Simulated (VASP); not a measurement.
# LiH (Fm-3m) in VASP: further runs, part 2 of 2

VASP 6.6.1.

## 3. Single point, HF

This run uses another cell than the first one, of 8.45 Å³/atom, 1.020 times its volume.

Input file POSCAR:

```
LiH
1.0
    0.0000000000      2.0367500000      2.0367500000
    2.0367500000      0.0000000000      2.0367500000
    2.0367500000      2.0367500000      0.0000000000
Li H
1 1
Direct
    0.0000000000      0.0000000000      0.0000000000
    0.5000000000      0.5000000000      0.5000000000
```

Input file INCAR.step1:

```
ALGO     = Normal         # electronic algorithm
EDIFF    = 1E-5           # SCF threshold, eV
ENCUT    = 520            # plane-wave cutoff, eV
GGA      = PE             # functional
ISIF     = 2              # what is computed and relaxed
ISMEAR   = -1             # smearing method
LASPH    = T              # aspherical terms in the spheres
LCHARG   = F              # write CHGCAR
LREAL    = F              # projectors in reciprocal space
LWAVE    = T              # write WAVECAR
NBANDS   = 9              # bands
NELM     = 60             # most SCF steps
PREC     = Accurate       # precision mode
SIGMA    = 0.01           # smearing width, eV
```

Input file INCAR.step2:

```
AEXX     = 1.0            # exact-exchange fraction
AGGAC    = 0.0          
ALDAC    = 0.0          
ALGO     = Normal         # electronic algorithm
EDIFF    = 1E-6           # SCF threshold, eV
ENCUT    = 520            # plane-wave cutoff, eV
GGA      = PE             # functional
ISIF     = 2              # what is computed and relaxed
ISMEAR   = -1             # smearing method
ISTART   = 1            
LASPH    = T              # aspherical terms in the spheres
LCHARG   = F              # write CHGCAR
LHFCALC  = T              # exact exchange
LREAL    = F              # projectors in reciprocal space
LWAVE    = F              # write WAVECAR
NBANDS   = 9              # bands
NELM     = 60             # most SCF steps
PREC     = Accurate       # precision mode
PRECFOCK = Normal       
SIGMA    = 0.01           # smearing width, eV
```

Input file KPOINTS:

```
k-points
0
Gamma
  7 7 7
```

Potentials or basis: VASP PAW PBE potentials, release 64 (Li_sv, H).

Launch:

```console
cat potpaw_PBE.64/Li_sv/POTCAR potpaw_PBE.64/H/POTCAR > POTCAR
cp INCAR.step1 INCAR
mpirun -np 1 vasp_std > vasp.out
cp INCAR.step2 INCAR
mpirun -np 1 vasp_std > vasp.out
```

OUTCAR:

```text
AEXX = 1.0
   EDIFF = 1E-6
   ENCUT = 520
   GGA = PE
   ISIF = 2
   ISMEAR = -1
   ISTART = 1
   LASPH = T
   LHFCALC = T
   LREAL = F
   NELM = 60
   PREC = Accurate
   PRECFOCK = Normal

 ion  position               nearest neighbor table
   1  0.000  0.000  0.000-
   2  0.500  0.500  0.500-

  LATTYP: Found a face centered cubic cell.
 ALAT       =     4.0735000000

  Lattice vectors:

 A1 = (   0.0000000000,   2.0367500000,   2.0367500000)
 A2 = (   2.0367500000,   0.0000000000,   2.0367500000)
 A3 = (   2.0367500000,   2.0367500000,   0.0000000000)

Analysis of symmetry for initial positions (statically):
=====================================================================
 Subroutine PRICEL returns:
 Original cell was already a primitive cell.

 Routine SETGRP: Setting up the symmetry group for a
 face centered cubic supercell.

 Subroutine GETGRP returns: Found 48 space group operations
 (whereof 48 operations were pure point group operations)
[... 170 lines left out ...]
 cond. band min:       7.6279101579   @ k =  -0.4286   0.4286   0.0000
 fundamental gap:     11.5132941084
 Fermi energy:        -3.4173623457

 k-point     1 :       0.0000    0.0000    0.0000
  band No.  band energies     occupation
      1     -60.2454      2.00000
      2     -11.0980      2.00000
      3      22.4594      0.00000
      4      23.4174      0.00000
      5      23.4174      0.00000
      6      23.4174      0.00000
      7      28.0056      0.00000
      8      28.0056      0.00000
      9      28.0056      0.00000
[... 217 lines left out ...]
 k-point    20 :      -0.2857    0.4286    0.1429
  band No.  band energies     occupation
      1     -60.1838      2.00000
      2      -4.3068      2.00000
      3       9.3631      0.00000
      4      10.9111      0.00000
      5      17.0794      0.00000
      6      22.8467      0.00000
      7      28.4251      0.00000
      8      31.5923      0.00000
      9      33.7970      0.00000

------------------------ aborting loop because EDIFF is reached ----------------------------------------

  FORCE on cell =-STRESS in cart. coord.  units (eV):
  Direction    XX          YY          ZZ          XY          YZ          ZX
  --------------------------------------------------------------------------------------
  -------------------------------------------------------------------------------------
  Total        0.0437275      0.0437275      0.0437275     -0.0000000     -0.0000000     -0.0000000
  in kB        4.1459263      4.1459263      4.1459263     -0.0000000     -0.0000000     -0.0000000
  external PRESSURE =       4.1459263 kB  Pullay stress =       0.0000000 kB

 VOLUME and BASIS-vectors are now :
 -----------------------------------------------------------------------------
  energy-cutoff  :      520.00
  volume of cell :       16.90
      direct lattice vectors                 reciprocal lattice vectors
     0.000000000  2.036750000  2.036750000    -0.245489137  0.245489137  0.245489137
     2.036750000  0.000000000  2.036750000     0.245489137 -0.245489137  0.245489137
     2.036750000  2.036750000  0.000000000     0.245489137  0.245489137 -0.245489137

 POSITION                                       TOTAL-FORCE (eV/Angst)
 -----------------------------------------------------------------------------------
      0.00000      0.00000      0.00000        -0.000000     -0.000000     -0.000000
      2.03675      2.03675      2.03675         0.000000      0.000000      0.000000
 -----------------------------------------------------------------------------------
    total drift:                                0.000000      0.000000     -0.000000

  FREE ENERGIE OF THE ION-ELECTRON SYSTEM (eV)
  ---------------------------------------------------
  free  energy   TOTEN  =        -9.3629018053 eV

  energy  without entropy=       -9.3629018053  energy(sigma->0) =       -9.36290181
```

OUTCAR.step1:

```text
EDIFF = 1E-5
   ENCUT = 520
   GGA = PE
   ISIF = 2
   ISMEAR = -1
[... 454 lines left out ...]
 -----------------------------------------------------------------------------------
      0.00000      0.00000      0.00000         0.000000     -0.000000      0.000000
      2.03675      2.03675      2.03675        -0.000000      0.000000     -0.000000
 -----------------------------------------------------------------------------------
    total drift:                                0.000000     -0.000000     -0.000000

  FREE ENERGIE OF THE ION-ELECTRON SYSTEM (eV)
  ---------------------------------------------------
  free  energy   TOTEN  =        -6.1226827663 eV

  energy  without entropy=       -6.1226827663  energy(sigma->0) =       -6.12268277
```

OSZICAR.step1:

```text
N       E                     dE             d eps       ncg     rms          rms(c)
DAV:   1    -0.175688781560E+01   -0.17569E+01   -0.12678E+03   368   0.376E+02
DAV:   2    -0.628828068792E+01   -0.45314E+01   -0.45075E+01   467   0.561E+01
DAV:   3    -0.636217994383E+01   -0.73899E-01   -0.73867E-01   438   0.595E+00
DAV:   4    -0.636280551881E+01   -0.62557E-03   -0.62554E-03   498   0.444E-01
DAV:   5    -0.636280884896E+01   -0.33301E-05   -0.33301E-05   459   0.308E-02    0.285E+00
DAV:   6    -0.618067547704E+01    0.18213E+00   -0.15343E-01   406   0.119E+00    0.142E+00
DAV:   7    -0.612086569427E+01    0.59810E-01   -0.19212E-01   405   0.152E+00    0.218E-01
DAV:   8    -0.612274235143E+01   -0.18767E-02   -0.44785E-03   446   0.439E-01    0.397E-02
DAV:   9    -0.612268678565E+01    0.55566E-04   -0.13715E-04   436   0.447E-02    0.707E-03
DAV:  10    -0.612268276628E+01    0.40194E-05   -0.60514E-06   349   0.180E-02
   1 F= -.61226828E+01 E0= -.61226828E+01  d E =0.000000E+00
```

It took 3.3 min on 1 thread of Intel Xeon Platinum 8559C (Emerald Rapids), shared host; peak memory 0.14 GiB.

Results:

```
Free energy            : -9.3629 eV
Band gap on the k mesh : 11.51 eV, direct
```

Levels at points of the mesh, in eV from the valence-band top:
| k point | band 1 | band 2 | band 3 | band 4 | band 5 | band 6 | band 7 |
| --- | --- | --- | --- | --- | --- | --- | --- |
| (0.00, 0.00, 0.00) | -56.36 | -7.21 | 26.34 | 27.30 | 27.30 | 27.30 | 31.89 |

Caveat: the cutoff is under 1.25 times the usual one of these potentials, so pressure, stress and relaxed cells hold a basis-set (Pulay) error; the PAW data sets were made with another functional, which shifts forces and pressure a little. A k mesh can miss the band edges.

## 4. Single point, LDA

This run uses another cell than the first one, of 7.94 Å³/atom, 0.959 times its volume.

Input file INCAR:

```
PREC = Accurate
ENCUT = 520
EDIFF = 1E-6
ISMEAR = -1
SIGMA = 0.05
LREAL = False
LASPH = True
NELM = 60
ALGO = Normal
ISIF = 2
LWAVE = False
LCHARG = False
NBANDS = 9
```

Input file KPOINTS:

```
Automatic mesh
0
Gamma
  9 9 9
```

Input file POSCAR:

```
LiH
1.0
    0.0000000000      1.9951720069      1.9951720069
    1.9951720069      0.0000000000      1.9951720069
    1.9951720069      1.9951720069      0.0000000000
Li H
1 1
Direct
    0.0000000000      0.0000000000      0.0000000000
    0.5000000000      0.5000000000      0.5000000000
```

Potentials or basis: VASP PAW LDA potentials, release 64 (Li_sv, H).

Launch:

```console
cat potpaw_LDA.64/Li_sv/POTCAR potpaw_LDA.64/H/POTCAR > POTCAR
mpirun -np 1 vasp_std > vasp.out
```

OUTCAR:

```text
PREC = Accurate
   ENCUT = 520
   EDIFF = 1E-6
   ISMEAR = -1
   LREAL = False
   LASPH = True
   NELM = 60
   ISIF = 2

 ion  position               nearest neighbor table
   1  0.000  0.000  0.000-
   2  0.500  0.500  0.500-

  LATTYP: Found a face centered cubic cell.
 ALAT       =     3.9903440138

  Lattice vectors:

 A1 = (   0.0000000000,   1.9951720069,   1.9951720069)
 A2 = (   1.9951720069,   0.0000000000,   1.9951720069)
[... 472 lines left out ...]

------------------------ aborting loop because EDIFF is reached ----------------------------------------

  FORCE on cell =-STRESS in cart. coord.  units (eV):
  Direction    XX          YY          ZZ          XY          YZ          ZX
  --------------------------------------------------------------------------------------
  -------------------------------------------------------------------------------------
  Total       -0.2442769     -0.2442769     -0.2442769      0.0000000      0.0000000     -0.0000000
  in kB      -24.6389316    -24.6389316    -24.6389316      0.0000000      0.0000000     -0.0000000
  external PRESSURE =     -24.6389316 kB  Pullay stress =       0.0000000 kB

 VOLUME and BASIS-vectors are now :
 -----------------------------------------------------------------------------
  energy-cutoff  :      520.00
  volume of cell :       15.88
      direct lattice vectors                 reciprocal lattice vectors
     0.000000000  1.995172007  1.995172007    -0.250604960  0.250604960  0.250604960
     1.995172007  0.000000000  1.995172007     0.250604960 -0.250604960  0.250604960
     1.995172007  1.995172007  0.000000000     0.250604960  0.250604960 -0.250604960

 POSITION                                       TOTAL-FORCE (eV/Angst)
 -----------------------------------------------------------------------------------
      0.00000      0.00000      0.00000        -0.000000      0.000000      0.000000
      1.99517      1.99517      1.99517         0.000000     -0.000000     -0.000000
 -----------------------------------------------------------------------------------
    total drift:                                0.000000     -0.000000     -0.000000

  FREE ENERGIE OF THE ION-ELECTRON SYSTEM (eV)
  ---------------------------------------------------
  free  energy   TOTEN  =        -6.4894977532 eV

  energy  without entropy=       -6.4894977532  energy(sigma->0) =       -6.48949775
```

stdout:

```text
POSCAR found type information on POSCAR LiH
 POSCAR found :  2 types and       2 ions
 scaLAPACK will be used
 LDA part: xc-table for (Slater(with rela. corr.)+CA(PZ))
 , standard interpolation
 POSCAR, INCAR and KPOINTS ok, starting setup
 FFT: planning ... GRIDC
 FFT: planning ... GRID_SOFT
 FFT: planning ... GRID
 WAVECAR not read
 entering main loop
```

It took 4 s on 1 thread of Intel Xeon 6975P-C, shared host; peak memory 0.12 GiB.

Results:

- Free energy: -6.4895 eV
- Band gap on the k mesh: 2.90 eV, direct

Caveat: the cutoff is under 1.25 times the usual one of these potentials, so pressure, stress and relaxed cells hold a basis-set (Pulay) error.

## 5. Single point, LDA

This run uses another cell than the first one, of 8.11 Å³/atom, 0.980 times its volume.

Input file INCAR:

```
PREC = Accurate
ENCUT = 520
EDIFF = 1E-6
ISMEAR = -1
SIGMA = 0.05
LREAL = F
LASPH = T
NELM = 80
ALGO = Normal
ISIF = 2
LWAVE = F
LCHARG = F
GGA = CA
NBANDS = 9
```

Input file KPOINTS:

```
regular mesh
0
Gamma
  9 9 9
```

Input file POSCAR:

```
LiH
1.0
    0.0000000000      2.0092229770      2.0092229770
    2.0092229770      0.0000000000      2.0092229770
    2.0092229770      2.0092229770      0.0000000000
Li H
1 1
Direct
    0.0000000000      0.0000000000      0.0000000000
    0.5000000000      0.5000000000      0.5000000000
```

Launch:

```console
cat potpaw_LDA.64/Li_sv/POTCAR potpaw_LDA.64/H/POTCAR > POTCAR
mpirun -np 1 vasp_std > vasp.out
```

Wall time 3.4 s (1 thread of Intel Xeon 6975P-C, shared host); peak memory 0.12 GiB.

It converged, with:

| Quantity | Value |
| --- | --- |
| Free energy | -6.4841 eV |
| Band gap on the k mesh | 2.91 eV, direct |

Levels at points of the mesh, in eV from the valence-band top:
```tsv
k point	band 1	band 2	band 3	band 4	band 5	band 6	band 7
(0.00, 0.00, 0.00)	-43.40	-5.45	16.11	17.40	17.40	17.40	22.22
```

Caveat: the cutoff is under 1.25 times the usual one of these potentials, so pressure, stress and relaxed cells hold a basis-set (Pulay) error. A k mesh can miss the band edges.

## 6. Single point, LDA

Input file INCAR:

```
SYSTEM = LiH
  PREC = Accurate
  ENCUT = 520
  EDIFF = 1E-6
  ISMEAR = -1
  SIGMA = 0.05
  LREAL = .FALSE.
  LASPH = .TRUE.
  NELM = 80
  ALGO = Normal
  ISIF = 2
  LWAVE = .FALSE.
  LCHARG = .FALSE.
  NBANDS = 9
```

Input file KPOINTS:

```
Automatic mesh
0
G
  9 9 9
  0 0 0
```

Input file POSCAR:

```
LiH
1.0
    0.0000000000      2.0230801250      2.0230801250
    2.0230801250      0.0000000000      2.0230801250
    2.0230801250      2.0230801250      0.0000000000
Li H
1 1
Direct
    0.0000000000      0.0000000000      0.0000000000
    0.5000000000      0.5000000000      0.5000000000
```

Potentials or basis: VASP PAW LDA potentials, release 64 (Li_sv, H).

Launch:

```console
cat potpaw_LDA.64/Li_sv/POTCAR potpaw_LDA.64/H/POTCAR > POTCAR
mpirun -np 1 vasp_std > vasp.out
```

OUTCAR:

```text
SYSTEM = LiH
   PREC = Accurate
   ENCUT = 520
   EDIFF = 1E-6
   ISMEAR = -1
   LREAL = .FALSE.
   LASPH = .TRUE.
   NELM = 80
   ISIF = 2

 ion  position               nearest neighbor table
   1  0.000  0.000  0.000-
   2  0.500  0.500  0.500-

  LATTYP: Found a face centered cubic cell.
 ALAT       =     4.0461602500

  Lattice vectors:

 A1 = (   0.0000000000,   2.0230801250,   2.0230801250)
 A2 = (   2.0230801250,   0.0000000000,   2.0230801250)
[... 470 lines left out ...]

 [... further k-points ...]

------------------------ aborting loop because EDIFF is reached ----------------------------------------

  FORCE on cell =-STRESS in cart. coord.  units (eV):
  Direction    XX          YY          ZZ          XY          YZ          ZX
  --------------------------------------------------------------------------------------
  -------------------------------------------------------------------------------------
  Total       -0.3840360     -0.3840360     -0.3840360      0.0000000      0.0000000      0.0000000
  in kB      -37.1546567    -37.1546567    -37.1546567      0.0000000      0.0000000      0.0000000
  external PRESSURE =     -37.1546567 kB  Pullay stress =       0.0000000 kB

 VOLUME and BASIS-vectors are now :
 -----------------------------------------------------------------------------
  energy-cutoff  :      520.00
  volume of cell :       16.56
      direct lattice vectors                 reciprocal lattice vectors
     0.000000000  2.023080125  2.023080125    -0.247147898  0.247147898  0.247147898
     2.023080125  0.000000000  2.023080125     0.247147898 -0.247147898  0.247147898
     2.023080125  2.023080125  0.000000000     0.247147898  0.247147898 -0.247147898

 POSITION                                       TOTAL-FORCE (eV/Angst)
 -----------------------------------------------------------------------------------
      0.00000      0.00000      0.00000        -0.000000      0.000000     -0.000000
      2.02308      2.02308      2.02308         0.000000     -0.000000      0.000000
 -----------------------------------------------------------------------------------
    total drift:                                0.000000     -0.000000     -0.000000

  FREE ENERGIE OF THE ION-ELECTRON SYSTEM (eV)
  ---------------------------------------------------
  free  energy   TOTEN  =        -6.4773399953 eV

  energy  without entropy=       -6.4773399953  energy(sigma->0) =       -6.47734000
```

stdout:

```text
POSCAR found type information on POSCAR LiH
 POSCAR found :  2 types and       2 ions
 scaLAPACK will be used
 LDA part: xc-table for (Slater(with rela. corr.)+CA(PZ))
 , standard interpolation
 POSCAR, INCAR and KPOINTS ok, starting setup
 FFT: planning ... GRIDC
 FFT: planning ... GRID_SOFT
 FFT: planning ... GRID
 WAVECAR not read
 entering main loop
```

Wall time 4 s (1 thread of Intel Xeon 6975P-C, shared host); peak memory 0.12 GiB.

Results:

```yaml
Free_energy: -6.4773 eV
Band_gap_on_the_k_mesh: 2.93 eV, direct
```

Caveat: the cutoff is under 1.25 times the usual one of these potentials, so pressure, stress and relaxed cells hold a basis-set (Pulay) error.

## 7. Summary

```csv
level,potentials or basis,cell,k mesh,smearing,grid for exact exchange (PRECFOCK),gap on the mesh (eV)
HF,"VASP PAW PBE potentials, release 64 (Li_sv, H)","a = 2.861 Å, angles 60.0°, 2 atoms",7 × 7 × 7,fermi-dirac 0.01 eV,Normal,11.54
HF,"VASP PAW PBE potentials, release 64 (Li_sv, H)","a = 2.880 Å, angles 60.0°, 2 atoms",7 × 7 × 7,fermi-dirac 0.01 eV,Normal,11.51
LDA,"VASP PAW LDA potentials, release 64 (Li_sv, H)","a = 2.822 Å, angles 60.0°, 2 atoms",9 × 9 × 9,fermi-dirac 0.05 eV,-,2.90
LDA,"VASP PAW LDA potentials, release 64 (Li_sv, H)","a = 2.841 Å, angles 60.0°, 2 atoms",9 × 9 × 9,fermi-dirac 0.05 eV,-,2.91
LDA,"VASP PAW LDA potentials, release 64 (Li_sv, H)","a = 2.861 Å, angles 60.0°, 2 atoms",9 × 9 × 9,fermi-dirac 0.05 eV,-,2.93
```

Alike in all rows: task single point; no spin polarisation; cutoff (eV) 520.

Caveats: the cutoff is under 1.25 times the usual one of these potentials, so pressure, stress and relaxed cells hold a basis-set (Pulay) error; the PAW data sets were made with another functional, which shifts forces and pressure a little (some runs).

Absolute energies hang on the potentials; compare differences alone.
